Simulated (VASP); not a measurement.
# In15GaO24 (C2) in VASP: single point with LDA

Aim: the single point of In15GaO24 with LDA.

All numbers are computed with VASP 6.6.1; they aren't measurements. Logs are shortened: lines on timing, memory, paths and dates and some standing lists are left out, and cuts for length are marked.

## (1) The cell of the first run

Symmetry: C2, No. 5, monoclinic system. Conventional cell: a = 14.126 Å, b = 9.997 Å, c = 10.011 Å, α = 90.00°, β = 134.84°, γ = 90.00°. In (site symmetry 1) has 6 O at 2.13 to 2.19 Å within 2.8 Å. In (site symmetry 1) has 6 O at 2.14 to 2.20 Å within 2.8 Å. In (site symmetry 2) has 6 O at 2.11 to 2.23 Å within 2.8 Å. In (site symmetry 1) has 6 O at 2.11 to 2.21 Å within 2.8 Å. In (site symmetry 1) has 6 O at 2.10 to 2.22 Å within 2.8 Å. In (site symmetry 2) has 6 O at 2.11 to 2.20 Å within 2.8 Å. In (site symmetry 2) has 6 O at 2.11 to 2.21 Å within 2.8 Å. In (site symmetry 1) has 6 O at 2.09 to 2.24 Å within 2.8 Å.

## (2) Single point, LDA

Input file INCAR:

```
SYSTEM = In15GaO24
PREC = Accurate
ENCUT = 600
EDIFF = 1E-6
ISMEAR = 0
SIGMA = 0.01
LREAL = Auto
LASPH = .TRUE.
NELM = 120
ALGO = Normal
ISIF = 2
LWAVE = .FALSE.
LCHARG = .FALSE.
NBANDS = 202
GGA_COMPAT = .FALSE.
KPAR = 2
NCORE = 2
```

Input file KPOINTS:

```
Automatic mesh
0
G
  2 2 2
  0 0 0
```

Input file POSCAR:

```
In15GaO24
1.0
   -4.9986701810      5.0180831109      5.0205347091
    4.9986701810     -4.9931329022      4.9955845003
    4.9986701810      4.9931329022     -4.9955845003
In Ga O
15 1 24
Direct
    0.4986608279      0.5033727081      0.5001437409
    0.4992076947     -0.0016150407     -0.0063435418
    0.0013391721      0.5014829131      0.0047118802
    0.0007923053     -0.0055512365      0.4991772646
    0.7500000000      0.7832929978      0.0332929978
    0.4640000042      0.2446923049      0.7127785791
    0.0359999958      0.7487785749      0.7806923007
    0.7204301333      0.4687199470      0.2522533236
    0.7795698667      0.0318231903      0.7482898137
    0.7500000000      0.2839091675      0.5339091675
    0.2500000000      0.2168036881      0.9668036881
    0.5297824875      0.7505423591      0.2836880522
    0.9702175125      0.2539055646      0.2207598716
    0.2830113748      0.5332718101      0.7450747365
    0.2169886252      0.9620633617      0.2502604353
    0.2500000000      0.7171978640      0.4671978640
    0.5200853738      0.7758996755      0.5455533936
    0.7305478979      0.9926790282      0.9580755333
    0.9799146262      0.5254680198      0.2558143017
    0.7694521021      0.7275276353      0.2621311302
    0.5440013667      0.5350859521      0.7713270009
    0.9559986333      0.7273256342      0.9910845854
    0.2369290396      0.9490643110      0.5072821697
    0.2630709604      0.7703531301      0.7121352714
    0.7702388743      0.5456910676      0.5372267778
    0.9893869620      0.9544361915      0.7277522305
    0.5106130380      0.2383652685      0.9650492295
    0.7297611257      0.2669879035      0.7754521933
    0.4618697377      0.2262734193      0.4539322376
    0.2734156852      0.0050980387      0.0419817613
    0.0381302623      0.4920624999      0.7644036816
    0.2265843148      0.2685660761      0.7316823535
    0.4564457707      0.4651452357      0.2284179252
    0.0435542293      0.2719721545      0.0086994651
    0.7631279890      0.0343995963      0.4909557711
    0.7368720110      0.2278277821      0.2712716073
    0.2304483855      0.4665393266      0.4614398714
    0.0128196662      0.0462522112      0.2761178486
    0.4871803338      0.7632981823      0.0334325450
    0.2695516145      0.7309914859      0.2360909411
```

Potentials or basis: VASP PAW LDA potentials, release 64 (In_d, Ga_d, O).

Run with:

```
> cat potpaw_LDA.64/In_d/POTCAR potpaw_LDA.64/Ga_d/POTCAR potpaw_LDA.64/O/POTCAR > POTCAR
> mpirun -np 4 vasp_std > vasp.out
```

OUTCAR:

```text
SYSTEM = In15GaO24
   PREC = Accurate
   ENCUT = 600
   EDIFF = 1E-6
   ISMEAR = 0
   LREAL = Auto
   LASPH = .TRUE.
   NELM = 120
   ISIF = 2

 ion  position               nearest neighbor table
   1  0.499  0.503  0.500-  37 2.13  33 2.14  21 2.15  25 2.15  29 2.19  17 2.19  14 3.27  16 3.28
                            12 3.28   8 3.33   6 3.34  10 3.34   9 3.75  13 3.76   5 3.78  11 3.78
   2  0.499  0.998  0.994-  18 2.14  27 2.15  39 2.15  30 2.15  36 2.19  24 2.20   7 3.30  14 3.30
                             5 3.31  11 3.31   8 3.34  13 3.35   9 3.73   6 3.73  12 3.81  15 3.82
   3  0.001  0.501  0.005-  40 2.13  34 2.14  22 2.15  28 2.15  31 2.19  19 2.19  15 3.27  16 3.28
                            13 3.28   9 3.33   7 3.34  10 3.34   8 3.75  12 3.76   5 3.78  11 3.78
   4  0.001  0.994  0.499-  20 2.14  26 2.15  38 2.15  32 2.15  35 2.19  23 2.20   6 3.30  15 3.30
                             5 3.31  11 3.31   9 3.34  12 3.35   8 3.73   7 3.73  13 3.81  14 3.82
   5  0.750  0.783  0.033-  22 2.11  21 2.11  20 2.16  18 2.16  39 2.23  38 2.23   4 3.31   2 3.31
                            14 3.34  15 3.34  13 3.35  12 3.35   3 3.78   1 3.78   9 3.79   8 3.79
   6  0.464  0.245  0.713-  27 2.11  28 2.11  29 2.19  32 2.19  21 2.19  23 2.21   4 3.30  15 3.30
                            10 3.32  11 3.33   1 3.34  14 3.35   2 3.73   9 3.76   3 3.82   8 3.83
   7  0.036  0.749  0.781-  26 2.11  25 2.11  31 2.19  30 2.19  22 2.19  24 2.21   2 3.30  14 3.30
                            10 3.32  11 3.33   3 3.34  15 3.35   4 3.73   8 3.76   1 3.82   9 3.83
   8  0.720  0.469  0.252-  20 2.10  19 2.13  25 2.17  27 2.18  36 2.19  33 2.22  13 3.31  10 3.32
                             1 3.33   2 3.34  12 3.36  11 3.36   4 3.73   3 3.75   7 3.76   5 3.79
   9  0.780  0.032  0.748-  18 2.10  17 2.13  28 2.17  26 2.18  35 2.19  34 2.22  12 3.31  10 3.32
                             3 3.33   4 3.34  13 3.36  11 3.36   2 3.73   1 3.75   6 3.76   5 3.79
  10  0.750  0.284  0.534-  35 2.11  36 2.11  29 2.18  31 2.18  28 2.20  25 2.20   8 3.32   9 3.32
                             6 3.32   7 3.32   3 3.34   1 3.34  13 3.79  12 3.79  14 3.81  15 3.81
  11  0.250  0.217  0.967-  33 2.11  34 2.11  30 2.18  32 2.18  26 2.21  27 2.21   2 3.31   4 3.31
                             7 3.33   6 3.33   8 3.36   9 3.36   1 3.78   3 3.78  13 3.80  12 3.80
  12  0.530  0.751  0.284-  40 2.09  39 2.12  35 2.17  33 2.17  20 2.22  17 2.24   1 3.28  16 3.30
                             9 3.31   4 3.35   5 3.35   8 3.36  15 3.73   3 3.76  10 3.79  11 3.80
  13  0.970  0.254  0.221-  37 2.09  38 2.12  36 2.17  34 2.17  18 2.22  19 2.24   3 3.28  16 3.30
                             8 3.31   2 3.35   5 3.35   9 3.36  14 3.73   1 3.76  10 3.79  11 3.80
  14  0.283  0.533  0.745-  31 2.11  32 2.13  37 2.17  39 2.18  21 2.19  24 2.22   1 3.27  16 3.28
                             2 3.30   7 3.30   5 3.34   6 3.35  13 3.73  10 3.81  11 3.82   4 3.82
  15  0.217  0.962  0.250-  29 2.11  30 2.13  40 2.17  38 2.18  22 2.19  23 2.22   3 3.27  16 3.28
                             4 3.30   6 3.30   5 3.34   7 3.35  12 3.73  10 3.81  11 3.82   2 3.82
  16  0.250  0.717  0.467-  23 1.97  24 1.97  17 2.03  19 2.03  40 2.10  37 2.10   1 3.28   3 3.28
                            15 3.28  14 3.28  12 3.30  13 3.30
  17  0.520  0.776  0.546-  16 2.03   9 2.13   1 2.19  12 2.24
  18  0.731  0.993  0.958-   9 2.10   2 2.14   5 2.16  13 2.22
  19  0.980  0.525  0.256-  16 2.03   8 2.13   3 2.19  13 2.24
  20  0.769  0.728  0.262-   8 2.10   4 2.14   5 2.16  12 2.22
  21  0.544  0.535  0.771-   5 2.11   1 2.15   6 2.19  14 2.19
  22  0.956  0.727  0.991-   5 2.11   3 2.15   7 2.19  15 2.19
[... 16 lines left out ...]
  39  0.487  0.763  0.033-  12 2.12   2 2.15  14 2.18   5 2.23
  40  0.270  0.731  0.236-  12 2.09  16 2.10   3 2.13  15 2.17

  LATTYP: Found a base centered monoclinic cell.
 ALAT       =    14.1261800468
 B/A-ratio  =     0.7077171839
 C/A-ratio  =     0.7087016497
 COS(beta)  =    -0.7051683179

  Lattice vectors:

 A1 = (  -4.9986701810,  -4.9931329022,   4.9955845003)
 A2 = (   4.9986701810,  -4.9931329022,   4.9955845003)
 A3 = (   0.0000000000,  10.0112160131,   0.0249502088)

Analysis of symmetry for initial positions (statically):
=====================================================================
 Subroutine PRICEL returns:
 Original cell was already a primitive cell.

 Routine SETGRP: Setting up the symmetry group for a
 base centered monoclinic supercell.

 Subroutine GETGRP returns: Found  2 space group operations
 (whereof  1 operations were pure point group operations)
 out of a pool of  4 trial point group operations.

The static configuration has the point symmetry C_1 .
 The point group associated with its full space group is C_2 .

Analysis of symmetry for dynamics (positions and initial velocities):
=====================================================================
 Subroutine PRICEL returns:
 Original cell was already a primitive cell.

 Routine SETGRP: Setting up the symmetry group for a
 base centered monoclinic supercell.

 Subroutine GETGRP returns: Found  2 space group operations
 (whereof  1 operations were pure point group operations)
[... 126 lines left out ...]
  Shift w.r.t. Gamma in fractional coordinates (k-lattice)
     0.000000000  0.000000000  0.000000000

 Subroutine IBZKPT returns following result:
 ===========================================

 Found      6 irreducible k-points:

 Following reciprocal coordinates:
            Coordinates               Weight
  0.000000  0.000000  0.000000      1.000000
  0.500000 -0.000000  0.000000      1.000000
  0.000000  0.500000  0.000000      2.000000
  0.500000  0.500000  0.000000      2.000000
 -0.000000  0.500000  0.500000      1.000000
  0.500000  0.500000  0.500000      1.000000
   k-points           NKPTS =      6   k-points in BZ     NKDIM =      6   number of bands    NBANDS=    202
   number of dos      NEDOS =    301   number of ions     NIONS =     40
   total plane-waves  NPLWV = 343000
   dimension x,y,z NGX =    70 NGY =   70 NGZ =   70
   dimension x,y,z NGXF=   140 NGYF=  140 NGZF=  140
   ions per type =              15   1  24
   NGX,Y,Z   is equivalent  to a cutoff of  13.40, 13.45, 13.45 a.u.
   NGXF,Y,Z  is equivalent  to a cutoff of  26.81, 26.90, 26.90 a.u.
 SYSTEM =  In15GaO24
   PREC   = accura    normal or accurate (medium, high low for compatibility)
   ISTART =      0    job   : 0-new  1-cont  2-samecut
   ICHARG =      2    charge: 1-file 2-atom 10-const
   ISPIN  =      1    spin polarized calculation?
   LNONCOLLINEAR =      F non collinear calculations
   LSORBIT =      F    spin-orbit coupling
   LASPH  =      T    aspherical Exc in radial PAW
   ENCUT  =  600.0 eV  44.10 Ry    6.64 a.u.  17.34 17.28 17.28*2*pi/ulx,y,z
   NELM   =    120;   NELMIN=  2; NELMDL= -5     # of ELM steps
   EDIFF  = 0.1E-05   stopping-criterion for ELM
   LREAL  =      T    real-space projection
   EDIFFG = 0.1E-04   stopping-criterion for IOM
   NSW    =      0    number of steps for IOM
   IBRION =     -1    ionic relax: 0-MD 1-quasi-New 2-CG
   NFREE  =      0    steps in history (QN), initial steepest desc. (CG)
   ISIF   =      2    stress and relaxation
   ISYM   =      2    0-nonsym 1-usesym 2-fastsym
   POTIM  = 0.5000    time-step for ionic-motion
   TEBEG  =    0.0;   TEEND  =   0.0 temperature during run
   PSTRESS=    0.0 pullay stress
   NELECT =     352.0000    total number of electrons
   NUPDOWN=      -1.0000    fix difference up-down
   EMIN   =  10.00;   EMAX   =-10.00  energy-range for DOS
   EFERMI =   0.00;   METHOD = LEGACY
   ISMEAR =     0;   SIGMA  =   0.01  broadening in eV -4-tet -1-fermi 0-gaus
   EFERMI_NEDOS =   21; number of points for ismear=-14 and -15
   IALGO  =     38    algorithm
   IMIX   =      4    mixing-type and parameters
     AMIX     =   0.40;   BMIX     =  1.00
     AMIX_MAG =   1.60;   BMIX_MAG =  1.00
  volume/ion in A,a.u.               =      12.53        84.56
  Fermi-wavevector in a.u.,A,eV,Ry     =   1.455156  2.749847 28.810068  2.117480
  Thomas-Fermi vector in A             =   2.572224
   LORBIT       =      0    0 simple, 1 ext, 2 COOP (PROOUT), +10 PAW based schemes
   GGA     = CA    functional components
   LHFCALC =     F    Hartree Fock is set to
   AEXX    =    0.0000 exact exchange contribution
   IVDW    =     0    specifies the selected vdW correction
   LEPSILON=     F    determine dielectric tensor
   LRPA    =     F    only Hartree local field effects (RPA)
 non-spin polarized calculation
 Gauss-broadening in eV      SIGMA  =   0.01
  energy-cutoff  :      600.00
  volume of cell :      501.23
 maximum number of plane-waves:     16750
 NGX is ok and might be reduce to    70
   NGX = 35   NGY = 35   NGZ = 35

 number of electron     352.0000023 magnetization

 Free energy of the ion-electron system (eV)
  ---------------------------------------------------
  ext. energy  EPLUGINS =         0.00000000
  ---------------------------------------------------
  free energy    TOTEN  =      -256.36547450 eV

  energy without entropy =     -256.36547450  energy(sigma->0) =     -256.36547450

 E-fermi :   5.4917     XC(G=0): -11.7015

 val. band max:        5.4432067472   @ k =   0.0000   0.0000   0.0000
 cond. band min:       6.6281183187   @ k =   0.0000   0.0000   0.0000
 fundamental gap:      1.1849115715
 Fermi energy:         5.4916929575

 k-point     1 :       0.0000    0.0000    0.0000
  band No.  band energies     occupation
      1     -12.4216      2.00000
      2     -11.7887      2.00000
      3     -11.7135      2.00000
      4     -11.6542      2.00000
      5     -11.6539      2.00000
      6     -11.6400      2.00000
[... 1135 lines left out ...]
    187      11.8839      0.00000
    188      11.9469      0.00000
 [bands above 188 left out]

------------------------ aborting loop because EDIFF is reached ----------------------------------------

  FORCE on cell =-STRESS in cart. coord.  units (eV):
  Direction    XX          YY          ZZ          XY          YZ          ZX
  --------------------------------------------------------------------------------------
  -------------------------------------------------------------------------------------
  Total        1.7895639      1.8063791      1.7496131      0.0000000     -0.0306867      0.0000000
  in kB        5.7203116      5.7740611      5.5926096      0.0000000     -0.0980894      0.0000000
  external PRESSURE =       5.6956608 kB  Pullay stress =       0.0000000 kB

 VOLUME and BASIS-vectors are now :
 -----------------------------------------------------------------------------
  energy-cutoff  :      600.00
  volume of cell :      501.23
      direct lattice vectors                 reciprocal lattice vectors
    -4.998670181  5.018083111  5.020534709     0.000000000  0.099639763  0.099590864
     4.998670181 -4.993132902  4.995584500     0.100026603 -0.000248823  0.099839687
     4.998670181  4.993132902 -4.995584500     0.100026603  0.099888586 -0.000248823

 POSITION                                       TOTAL-FORCE (eV/Angst)
 -----------------------------------------------------------------------------------
      2.52361      2.48620      2.51967        -0.007028     -0.001595      0.005938
      7.46218      2.48146      2.52991         0.002040      0.002006     -0.003069
      2.52361     -2.47372      2.48839        -0.007028      0.001595     -0.005938
      7.46218     -2.46898      2.47815         0.002040     -0.002006      0.003069
      0.33284      0.01871      7.51209        -0.003795     -0.000000      0.000000
      2.46670      4.66561     -0.00884         0.000013     -0.011368      0.006143
[... 32 lines left out ...]
      1.54734     -1.19960      6.09201         0.007016      0.000351     -0.009453
      3.48673     -1.11847      3.82561        -0.008507     -0.005176      0.013687
 -----------------------------------------------------------------------------------
    total drift:                               -0.009796      0.000001      0.000004

  FREE ENERGIE OF THE ION-ELECTRON SYSTEM (eV)
  ---------------------------------------------------
  free  energy   TOTEN  =      -256.3654744968 eV

  energy  without entropy=     -256.3654744968  energy(sigma->0) =     -256.36547450
```

Run time: 8.3 min. Hardware: 4 MPI ranks of Intel Xeon Platinum 8259CL at 2.50GHz (Skylake/Cascade Lake), shared host; peak memory 0.51 GiB.

What came out:

* Free energy: -256.3655 eV
* Pressure: 0.6 GPa
* Largest force: 0.034 eV/Å
* Band gap on the k mesh: 1.18 eV

Forces on the atoms (eV/Å):
```
In  -0.007 -0.002  0.006
In   0.002  0.002 -0.003
In  -0.007  0.002 -0.006
In   0.002 -0.002  0.003
In  -0.004  0.000  0.000
In   0.000 -0.011  0.006
In   0.000  0.011 -0.006
In  -0.002 -0.013 -0.001
In  -0.002  0.013  0.001
In  -0.006  0.000  0.000
In   0.004  0.000  0.000
In  -0.018 -0.003  0.003
In  -0.018  0.003 -0.003
In   0.008 -0.001 -0.005
In   0.008  0.001  0.005
Ga  -0.023  0.000  0.000
O    0.006  0.020  0.009
O   -0.005 -0.003  0.002
O    0.006 -0.020 -0.009
O   -0.005  0.003 -0.002
O   -0.004  0.011  0.005
O   -0.004 -0.011 -0.005
O    0.032 -0.006  0.008
O    0.032  0.006 -0.008
O    0.008 -0.004  0.007
O   -0.002 -0.002 -0.009
O   -0.002  0.002  0.009
O    0.008  0.004 -0.007
O   -0.010 -0.009  0.009
O    0.015  0.007  0.002
O   -0.010  0.009 -0.009
O    0.015 -0.007 -0.002
O   -0.001 -0.007 -0.005
O   -0.001  0.007  0.005
O   -0.006 -0.006  0.010
O   -0.006  0.006 -0.010
O   -0.009  0.005 -0.014
O    0.007  0.000  0.009
O    0.007  0.000 -0.009
O   -0.009 -0.005  0.014
```

Levels at points of the mesh, in eV from the valence-band top:
```csv
k point,band 174,band 175,band 176,band 177,band 178,band 179
"(0.00, 0.00, 0.00)",-0.09,-0.03,0.00,1.18,5.44,5.46
"(0.50, 0.00, 0.00)",-0.20,-0.08,-0.03,3.25,3.29,4.98
"(0.00, 0.50, 0.00)",-0.17,-0.10,-0.08,3.25,3.28,4.97
"(0.50, 0.50, 0.00)",-0.18,-0.09,-0.05,3.25,3.28,4.97
"(0.00, 0.50, 0.50)",-0.23,-0.11,-0.05,3.27,3.27,4.98
"(0.50, 0.50, 0.50)",-0.26,-0.22,-0.22,4.05,4.10,4.14
```

Caveat: the k points lie up to 0.44 Å⁻¹ apart; spin-orbit coupling is left out, which moves the levels of the heavy elements. LDA gaps usually lie below the measured ones, often by a third to a half.
